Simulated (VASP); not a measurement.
# Au (P6_3/mmc) in VASP: notebook

Runs on Au. Level: LDA. Tasks: single point.

Everything below comes from runs of VASP 6.6.1. Logs are shortened: lines on timing, memory, paths and dates and some standing lists are left out, and cuts for length are marked.

## 1. The cell of the first run

Symmetry: P6_3/mmc, No. 194, hexagonal system. Conventional cell: a = 2.881 Å, b = 2.881 Å, c = 4.847 Å, α = 90.00°, β = 90.00°, γ = 120.00°. Within 3.8 Å of Au (site symmetry -6m2) lie 12 Au at 2.88 to 2.94 Å.

## 2. Single point, LDA

Input file INCAR:

```
  ALGO = Normal
  EDIFF = 1E-7
  ENCUT = 520
  GGA = CA
  ISIF = 2
  ISMEAR = 0
  LASPH = True
  LCHARG = False
  LREAL = False
  LWAVE = False
  NBANDS = 18
  NELM = 80
  PREC = Accurate
  SIGMA = 0.1
```

Input file KPOINTS:

```
k-points
0
Gamma
  11 11 6
```

Input file POSCAR:

```
Au
1.0
    2.8805363263      0.0000000000      0.0000000000
   -1.4402681631      2.4946139888      0.0000000000
    0.0000000000      0.0000000000      4.8472473353
Au
2
Direct
    0.3333333333      0.6666666667      0.7500000000
    0.6666666667      0.3333333333      0.2500000000
```

Potentials or basis: VASP PAW LDA potentials, release 64 (Au).

Command:

```console
$ cat potpaw_LDA.64/Au/POTCAR > POTCAR
$ mpirun -np 1 vasp_std > vasp.out
```

OUTCAR:

```text
EDIFF = 1E-7
   ENCUT = 520
   GGA = CA
   ISIF = 2
   ISMEAR = 0
   LASPH = True
   LREAL = False
   NELM = 80
   PREC = Accurate

 ion  position               nearest neighbor table
   1  0.333  0.667  0.750-   2 2.94   2 2.94   2 2.94   2 2.94   2 2.94   2 2.94
   2  0.667  0.333  0.250-   1 2.94   1 2.94   1 2.94   1 2.94   1 2.94   1 2.94

  LATTYP: Found a hexagonal cell.
 ALAT       =     2.8805363263
 C/A-ratio  =     1.6827586207

  Lattice vectors:

 A1 = (   2.8805363263,   0.0000000000,   0.0000000000)
 A2 = (  -1.4402681631,   2.4946139888,   0.0000000000)
 A3 = (   0.0000000000,   0.0000000000,   4.8472473353)

Analysis of symmetry for initial positions (statically):
=====================================================================
 Subroutine PRICEL returns:
 Original cell was already a primitive cell.

 Routine SETGRP: Setting up the symmetry group for a
 hexagonal supercell.

 Subroutine GETGRP returns: Found 24 space group operations
 (whereof 12 operations were pure point group operations)
 out of a pool of 24 trial point group operations.

The static configuration has the point symmetry D_3d.
 The point group associated with its full space group is D_6h.

Analysis of symmetry for dynamics (positions and initial velocities):
=====================================================================
 Subroutine PRICEL returns:
 Original cell was already a primitive cell.

 Routine SETGRP: Setting up the symmetry group for a
 hexagonal supercell.

 Subroutine GETGRP returns: Found 24 space group operations
 (whereof 12 operations were pure point group operations)
 out of a pool of 24 trial point group operations.

The dynamic configuration has the point symmetry D_3d.
 The point group associated with its full space group is D_6h.

 Subroutine INISYM returns: Found 24 space group operations
 (whereof 12 operations are pure point group operations),
 and found     1 'primitive' translations

----------------------------------------------------------------------------------------

                                     Primitive cell

  volume of cell :      34.8315

  direct lattice vectors                    reciprocal lattice vectors
     2.880536326  0.000000000  0.000000000     0.347157573  0.200431811  0.000000000
    -1.440268163  2.494613989  0.000000000     0.000000000  0.400863622  0.000000000
     0.000000000  0.000000000  4.847247335     0.000000000  0.000000000  0.206302656

[... 82 lines left out ...]
   NELM   =     80;   NELMIN=  2; NELMDL= -5     # of ELM steps
   EDIFF  = 0.1E-06   stopping-criterion for ELM
   LREAL  =      F    real-space projection
   EDIFFG = 0.1E-05   stopping-criterion for IOM
   NSW    =      0    number of steps for IOM
   IBRION =     -1    ionic relax: 0-MD 1-quasi-New 2-CG
   NFREE  =      0    steps in history (QN), initial steepest desc. (CG)
   ISIF   =      2    stress and relaxation
   ISYM   =      2    0-nonsym 1-usesym 2-fastsym
   POTIM  = 0.5000    time-step for ionic-motion
   TEBEG  =    0.0;   TEEND  =   0.0 temperature during run
   PSTRESS=    0.0 pullay stress
   NELECT =      22.0000    total number of electrons
   NUPDOWN=      -1.0000    fix difference up-down
   EMIN   =  10.00;   EMAX   =-10.00  energy-range for DOS
   EFERMI =   0.00;   METHOD = LEGACY
   ISMEAR =     0;   SIGMA  =   0.10  broadening in eV -4-tet -1-fermi 0-gaus
   EFERMI_NEDOS =   21; number of points for ismear=-14 and -15
   IALGO  =     38    algorithm
   IMIX   =      4    mixing-type and parameters
     AMIX     =   0.40;   BMIX     =  1.00
     AMIX_MAG =   1.60;   BMIX_MAG =  1.00
  volume/ion in A,a.u.               =      17.42       117.53
  Fermi-wavevector in a.u.,A,eV,Ry     =   1.404619  2.654344 26.843662  1.972954
  Thomas-Fermi vector in A             =   2.527162
   LORBIT       =      0    0 simple, 1 ext, 2 COOP (PROOUT), +10 PAW based schemes
   GGA     = CA    functional components
   LHFCALC =     F    Hartree Fock is set to
   AEXX    =    0.0000 exact exchange contribution
   IVDW    =     0    specifies the selected vdW correction
   LEPSILON=     F    determine dielectric tensor
   LRPA    =     F    only Hartree local field effects (RPA)
 non-spin polarized calculation
 Gauss-broadening in eV      SIGMA  =   0.10
  energy-cutoff  :      520.00
  volume of cell :       34.83
 maximum number of plane-waves:       966
 NGX is ok and might be reduce to    24
   NGX = 11   NGY = 11   NGZ = 19

 number of electron      22.0000005 magnetization

 Free energy of the ion-electron system (eV)
  ---------------------------------------------------
  ext. energy  EPLUGINS =         0.00000000
  ---------------------------------------------------
  free energy    TOTEN  =        -8.84227015 eV

  energy without entropy =       -8.83611314  energy(sigma->0) =       -8.83919165

 E-fermi :   8.8728     XC(G=0): -12.8569

 val. band max:        8.8634510143   @ k =   0.1818   0.1818   0.3333
 cond. band min:       8.8964793316   @ k =   0.2727   0.1818   0.5000
 fundamental gap:      0.0330283173
 Fermi energy:         8.8728213779

 k-point     1 :       0.0000    0.0000    0.0000
  band No.  band energies     occupation
      1      -0.7672      2.00000
      2       1.6685      2.00000
      3       4.1376      2.00000
      4       4.4326      2.00000
      5       4.4326      2.00000
      6       4.7325      2.00000
[... 481 lines left out ...]
      5       4.2306      2.00000
      6       4.6702      2.00000
[... 10 lines left out ...]
     17      24.9044      0.00000
     18      26.2049      0.00000

 [... further k-points ...]

------------------------ aborting loop because EDIFF is reached ----------------------------------------

  FORCE on cell =-STRESS in cart. coord.  units (eV):
  Direction    XX          YY          ZZ          XY          YZ          ZX
  --------------------------------------------------------------------------------------
  -------------------------------------------------------------------------------------
  Total       -1.6188830     -1.6188782     -1.7463673     -0.0000000     -0.0000000      0.0000000
  in kB      -74.4653352    -74.4651175    -80.3293566     -0.0000000     -0.0000000      0.0000000
  external PRESSURE =     -76.4199364 kB  Pullay stress =       0.0000000 kB

 VOLUME and BASIS-vectors are now :
 -----------------------------------------------------------------------------
  energy-cutoff  :      520.00
  volume of cell :       34.83
      direct lattice vectors                 reciprocal lattice vectors
     2.880536326  0.000000000  0.000000000     0.347157573  0.200431811  0.000000000
    -1.440268163  2.494613989  0.000000000     0.000000000  0.400863622  0.000000000
     0.000000000  0.000000000  4.847247335     0.000000000  0.000000000  0.206302656

 POSITION                                       TOTAL-FORCE (eV/Angst)
 -----------------------------------------------------------------------------------
     -0.00000      1.66308      3.63544        -0.000000     -0.000000      0.000000
      1.44027      0.83154      1.21181         0.000000      0.000000      0.000000
 -----------------------------------------------------------------------------------
    total drift:                               -0.000000      0.000000     -0.000000

  FREE ENERGIE OF THE ION-ELECTRON SYSTEM (eV)
  ---------------------------------------------------
  free  energy   TOTEN  =        -8.8422701515 eV

  energy  without entropy=       -8.8361131435  energy(sigma->0) =       -8.83919165
```

stdout:

```text
POSCAR found type information on POSCAR Au
 POSCAR found :  1 types and       2 ions
 scaLAPACK will be used
 LDA part: xc-table for (Slater(with rela. corr.)+CA(PZ))
 , standard interpolation
 POSCAR, INCAR and KPOINTS ok, starting setup
 FFT: planning ... GRIDC
 FFT: planning ... GRID_SOFT
 FFT: planning ... GRID
 WAVECAR not read
 entering main loop
```

Run time: 21 s. Hardware: 1 thread of AMD EPYC 7R13 (Zen 3), shared host; peak memory 0.13 GiB.

What came out:

* Free energy: -8.8423 eV
* Pressure: -7.6 GPa
* Band gap on the k mesh: zero (band 11 reaches 12.58 eV, above the bottom of band 12 at 6.30 eV)

Caveat: spin-orbit coupling is left out, which moves the levels of the heavy elements.

## 3. Single point, LDA

This run uses another cell than the first one, of 17.77 Å³/atom, 1.020 times its volume.

Input file INCAR:

```
SYSTEM = Au
PREC = Accurate
ENCUT = 520
EDIFF = 1E-6
ISMEAR = 0
SIGMA = 0.1
LREAL = .FALSE.
LASPH = .TRUE.
NELM = 60
ALGO = Normal
ISIF = 2
LWAVE = .FALSE.
LCHARG = .FALSE.
NBANDS = 18
```

Input file KPOINTS:

```
regular mesh
0
G
  11 11 6
  0 0 0
```

Input file POSCAR:

```
Au
1.0
    2.9000000000      0.0000000000      0.0000000000
   -1.4500000000      2.5114700000      0.0000000000
    0.0000000000      0.0000000000      4.8800000000
Au
2
Direct
    0.3333333333      0.6666666667      0.7500000000
    0.6666666667      0.3333333333      0.2500000000
```

Potentials or basis: VASP PAW LDA potentials, release 64 (Au).

Command:

```console
$ cat potpaw_LDA.64/Au/POTCAR > POTCAR
$ mpirun -np 1 vasp_std > vasp.out
```

Wall time 20 s (1 thread of AMD EPYC 7R13 (Zen 3), shared host); peak memory 0.13 GiB.

It converged, with:

- Free energy: -8.8027 eV
- Pressure: -10.4 GPa
- Band gap on the k mesh: zero (band 11 reaches 12.18 eV, above the bottom of band 12 at 6.01 eV)

Stress tensor (GPa, compression positive):
```
-10.31   0.00   0.00
  0.00 -10.31   0.00
  0.00   0.00 -10.58
```

Levels at points of the mesh, in eV from the Fermi level:
```tsv
k point	band 9	band 10	band 11	band 12	band 13	band 14
(0.00, 0.00, 0.00)	-3.38	-2.10	-2.10	-0.97	2.47	14.64
(0.00, 0.00, 0.50)	-2.53	-2.53	-2.53	-2.53	10.32	10.32
```

Caveat: spin-orbit coupling is left out, which moves the levels of the heavy elements.

## 4. Single point, LDA

This run uses another cell than the first one, of 18.13 Å³/atom, 1.041 times its volume.

Input file INCAR:

```
SYSTEM = Au
PREC = Accurate ; ENCUT = 520
EDIFF = 1E-6 ; ISMEAR = 0
SIGMA = 0.1 ; LREAL = .False.
LASPH = .True. ; NELM = 80
ALGO = Normal ; ISIF = 2
LWAVE = .False. ; LCHARG = .True.
LELF = .True. ; LVHAR = .True.
NBANDS = 18
```

Input file KPOINTS:

```
regular mesh
0
Gamma
  11 11 6
  0 0 0
```

Input file POSCAR:

```
Au
1.0
    2.9192058577      0.0000000000      0.0000000000
   -1.4596029289      2.5281027364      0.0000000000
    0.0000000000      0.0000000000      4.9123188227
Au
2
Direct
    0.3333333333      0.6666666667      0.7500000000
    0.6666666667      0.3333333333      0.2500000000
```

Command:

```console
$ cat potpaw_LDA.64/Au/POTCAR > POTCAR
$ mpirun -np 1 vasp_std > vasp.out
```

Run time: 24 s. Hardware: 1 thread of AMD EPYC 7R13 (Zen 3), shared host; peak memory 0.13 GiB.

The run converged. Its results:

| Property | Result |
| --- | --- |
| Free energy | -8.7516 eV |
| Pressure | -12.8 GPa |
| Band gap on the k mesh | zero (band 11 reaches 11.80 eV, above the bottom of band 12 at 5.72 eV) |

Levels at points of the mesh, in eV from the Fermi level:
| k point | band 7 | band 8 | band 9 | band 10 | band 11 | band 12 | band 13 | band 14 | band 15 | band 16 |
| --- | --- | --- | --- | --- | --- | --- | --- | --- | --- | --- |
| (0.00, 0.00, 0.00) | -3.96 | -3.31 | -3.31 | -2.08 | -2.08 | -0.87 | 2.39 | 14.65 | 15.62 | 16.70 |
| (0.00, 0.00, 0.50) | -4.27 | -4.27 | -2.50 | -2.50 | -2.50 | -2.50 | 10.20 | 10.20 | 14.90 | 14.90 |

Caveat: spin-orbit coupling is left out, which moves the levels of the heavy elements.

## 5. Single point, LDA

This run uses another cell than the first one, of 18.48 Å³/atom, 1.061 times its volume.

Input file INCAR:

```
SYSTEM = Au
ALGO = Normal
EDIFF = 1E-6
ENCUT = 520
GGA = CA
ISIF = 2
ISMEAR = 0
LASPH = .True.
LCHARG = .False.
LREAL = .False.
LWAVE = .False.
NBANDS = 18
NELM = 60
PREC = Accurate
SIGMA = 0.1
```

Input file KPOINTS:

```
k-points
0
Gamma
  11 11 6
  0 0 0
```

Input file POSCAR:

```
Au
1.0
    2.9381622711      0.0000000000      0.0000000000
   -1.4690811355      2.5445194479      0.0000000000
    0.0000000000      0.0000000000      4.9442178906
Au
2
Direct
    0.3333333333      0.6666666667      0.7500000000
    0.6666666667      0.3333333333      0.2500000000
```

Potentials or basis: VASP PAW LDA potentials, release 64 (Au).

Command:

```console
$ cat potpaw_LDA.64/Au/POTCAR > POTCAR
$ mpirun -np 1 vasp_std > vasp.out
```

OUTCAR:

```text
SYSTEM = Au
   EDIFF = 1E-6
   ENCUT = 520
   GGA = CA
   ISIF = 2
   ISMEAR = 0
   LASPH = .True.
   LREAL = .False.
   NELM = 60
   PREC = Accurate

 ion  position               nearest neighbor table
   1  0.333  0.667  0.750-   2 3.00   2 3.00   2 3.00   2 3.00   2 3.00   2 3.00
   2  0.667  0.333  0.250-   1 3.00   1 3.00   1 3.00   1 3.00   1 3.00   1 3.00

  LATTYP: Found a hexagonal cell.
 ALAT       =     2.9381622711
 C/A-ratio  =     1.6827586207

  Lattice vectors:
[... 694 lines left out ...]

------------------------ aborting loop because EDIFF is reached ----------------------------------------

  FORCE on cell =-STRESS in cart. coord.  units (eV):
  Direction    XX          YY          ZZ          XY          YZ          ZX
  --------------------------------------------------------------------------------------
  -------------------------------------------------------------------------------------
  Total       -3.4473908     -3.4473807     -3.3790318     -0.0000000     -0.0000000      0.0000000
  in kB     -149.4245474   -149.4241106   -146.4615777     -0.0000000     -0.0000000      0.0000000
  external PRESSURE =    -148.4367452 kB  Pullay stress =       0.0000000 kB

 VOLUME and BASIS-vectors are now :
 -----------------------------------------------------------------------------
  energy-cutoff  :      520.00
  volume of cell :       36.96
      direct lattice vectors                 reciprocal lattice vectors
     2.938162271  0.000000000  0.000000000     0.340348799  0.196500758  0.000000000
    -1.469081135  2.544519448  0.000000000     0.000000000  0.393001516  0.000000000
     0.000000000  0.000000000  4.944217891     0.000000000  0.000000000  0.202256458

 POSITION                                       TOTAL-FORCE (eV/Angst)
 -----------------------------------------------------------------------------------
     -0.00000      1.69635      3.70816        -0.000000      0.000000      0.000000
      1.46908      0.84817      1.23605         0.000000     -0.000000      0.000000
 -----------------------------------------------------------------------------------
    total drift:                               -0.000000      0.000000     -0.000000

  FREE ENERGIE OF THE ION-ELECTRON SYSTEM (eV)
  ---------------------------------------------------
  free  energy   TOTEN  =        -8.6907318000 eV

  energy  without entropy=       -8.6842793090  energy(sigma->0) =       -8.68750555
```

OSZICAR:

```text
N       E                     dE             d eps       ncg     rms          rms(c)
DAV:   1     0.121073513002E+03    0.12107E+03   -0.11565E+04  2304   0.117E+03
DAV:   2    -0.716004127338E+01   -0.12823E+03   -0.12182E+03  2454   0.256E+02
DAV:   3    -0.933309150528E+01   -0.21731E+01   -0.21599E+01  2706   0.335E+01
DAV:   4    -0.934229757827E+01   -0.92061E-02   -0.92049E-02  2566   0.233E+00
DAV:   5    -0.934238284056E+01   -0.85262E-04   -0.85262E-04  2584   0.240E-01    0.106E+01
DAV:   6    -0.872739929179E+01    0.61498E+00   -0.12759E+00  2368   0.101E+01    0.692E+00
DAV:   7    -0.869597700044E+01    0.31422E-01   -0.63267E-02  2536   0.215E+00    0.342E+00
DAV:   8    -0.869072849673E+01    0.52485E-02   -0.37330E-03  2424   0.532E-01    0.285E-01
DAV:   9    -0.869072985311E+01   -0.13564E-05   -0.17185E-05  2668   0.345E-02    0.174E-02
DAV:  10    -0.869073182716E+01   -0.19740E-05   -0.16828E-06  2126   0.122E-02    0.678E-03
DAV:  11    -0.869073179998E+01    0.27178E-07   -0.76367E-08  1236   0.221E-03
   1 F= -.86907318E+01 E0= -.86875056E+01  d E =-.645249E-02
```

Run time: 21 s. Hardware: 1 thread of AMD EPYC 7R13 (Zen 3), shared host; peak memory 0.13 GiB.

Results:

```yaml
Free_energy: -8.6907 eV
Pressure: -14.8 GPa
Band_gap_on_the_k_mesh: zero (band 11 reaches 11.43 eV, above the bottom of band 12 at 5.45 eV)
```

Caveat: spin-orbit coupling is left out, which moves the levels of the heavy elements.

## 6. Single point, LDA

This run uses another cell than the first one, of 18.84 Å³/atom, 1.082 times its volume.

Input file INCAR:

```
PREC = Accurate
ENCUT = 520
EDIFF = 1E-7
ISMEAR = 0
SIGMA = 0.1
LREAL = False
LASPH = True
NELM = 60
ALGO = Normal
ISIF = 2
LWAVE = False
LCHARG = False
NBANDS = 18
```

Input file KPOINTS:

```
regular mesh
0
Gamma
  11 11 6
```

Input file POSCAR:

```
Au
1.0
    2.9568771850      0.0000000000      0.0000000000
   -1.4784385925      2.5607270151      0.0000000000
    0.0000000000      0.0000000000      4.9757105734
Au
2
Direct
    0.3333333333      0.6666666667      0.7500000000
    0.6666666667      0.3333333333      0.2500000000
```

Potentials or basis: VASP PAW LDA potentials, release 64 (Au).

Command:

```console
$ cat potpaw_LDA.64/Au/POTCAR > POTCAR
$ mpirun -np 1 vasp_std > vasp.out
```

Run time: 22 s. Hardware: 1 thread of AMD EPYC 7R13 (Zen 3), shared host; peak memory 0.13 GiB.

It converged, with:

- Free energy: -8.6214 eV
- Pressure: -16.6 GPa
- Band gap on the k mesh: zero (band 11 reaches 11.07 eV, above the bottom of band 12 at 5.19 eV)

Stress tensor (GPa, compression positive):
```
-16.78   0.00   0.00
  0.00 -16.78   0.00
  0.00   0.00 -16.24
```

Levels at points of the mesh, in eV from the Fermi level:
```csv
k point,band 7,band 8,band 9,band 10,band 11,band 12,band 13,band 14,band 15,band 16
"(0.00, 0.00, 0.00)",-3.79,-3.18,-3.18,-2.03,-2.03,-0.68,2.22,14.66,15.57,16.64
"(0.00, 0.00, 0.50)",-4.08,-4.08,-2.43,-2.43,-2.43,-2.43,9.95,9.95,14.89,14.89
```

Caveat: spin-orbit coupling is left out, which moves the levels of the heavy elements.

## 7. Overview

```tsv
cell	gap on the mesh (eV)	pressure (GPa)
a = 2.881, b = 2.881, c = 4.847 Å, angles 90.0, 90.0, 120.0°, 2 atoms	none	-7.6
a = 2.900, b = 2.900, c = 4.880 Å, angles 90.0, 90.0, 120.0°, 2 atoms	none	-10.4
a = 2.919, b = 2.919, c = 4.912 Å, angles 90.0, 90.0, 120.0°, 2 atoms	none	-12.8
a = 2.938, b = 2.938, c = 4.944 Å, angles 90.0, 90.0, 120.0°, 2 atoms	none	-14.8
a = 2.957, b = 2.957, c = 4.976 Å, angles 90.0, 90.0, 120.0°, 2 atoms	none	-16.6
```

Alike in all rows: task single point; level LDA; potentials or basis VASP PAW LDA potentials, release 64 (Au); no spin polarisation; k mesh 11 × 11 × 6; cutoff (eV) 520; smearing gaussian 0.1 eV.

Caveats: spin-orbit coupling is left out, which moves the levels of the heavy elements.

Absolute energies hang on the potentials; compare differences alone.
